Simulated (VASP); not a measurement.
## Si2W (d3): single point with PBE+D3(BJ)

The system is Si2W (d3).

```
Si W
1.0
     4.56424    0.00000    0.00000
    -2.28212    3.95275    0.00000
     0.00000    0.00000    6.58639
Si W
6 3
Direct
  0.83643 0.67287 0.50000
  0.16357 0.83643 0.83333
  0.67287 0.83643 0.16667
  0.16357 0.32713 0.50000
  0.83643 0.16357 0.83333
  0.32713 0.16357 0.16667
  0.00000 0.50000 0.16667
  0.50000 0.50000 0.83333
  0.50000 0.00000 0.50000
```

```yaml
Program: VASP 6.6.1
Task: single point
Functional: PBE
Dispersion: D3(BJ)
Potentials_or_basis: VASP PAW PBE potentials, release 64 (Si, W_sv)
Cutoff: 520 eV
k_mesh: 9 × 9 × 6
Occupations: gaussian, width 0.1 eV
Spin: no spin polarisation
Dipole_correction: no
Further_INCAR_settings: ALGO = Normal; EDIFF = 1e-06; NBANDS = 43
```

- Pressure: 0.0 GPa
- Largest force: 0.004 eV/Å
- Band gap on the k mesh: 0.14 eV, indirect (least direct gap 0.72 eV)
- Dispersion energy per atom: -0.585 eV

Forces on the atoms (eV/Å):
```
Si   0.000  0.004  0.000
Si  -0.004  0.002  0.000
Si   0.004  0.002  0.000
Si   0.000 -0.004  0.000
Si   0.004 -0.002  0.000
Si  -0.004 -0.002  0.000
W    0.000  0.000  0.000
W    0.000  0.000  0.000
W    0.000  0.000  0.000
```

Levels at points of the mesh, in eV from the valence-band top:
| k point | band 30 | band 31 | band 32 | band 33 | band 34 | band 35 | band 36 | band 37 |
| --- | --- | --- | --- | --- | --- | --- | --- | --- |
| (0.00, 0.00, 0.00) | -3.40 | -3.03 | -2.57 | -0.94 | 2.28 | 2.28 | 2.44 | 2.57 |
| (0.00, 0.00, 0.50) | -2.72 | -2.58 | -0.72 | -0.72 | 1.91 | 2.20 | 2.20 | 2.44 |

It took 3.5 min on 1 thread of Intel(R) Xeon(R) Platinum 8259CL CPU @ 2.50GHz (Skylake/Cascade Lake), with other jobs on the host, peak memory 0.36 GiB.

Caveat: spin-orbit coupling is left out, which moves the levels of the heavy elements. A k mesh can miss the band edges.
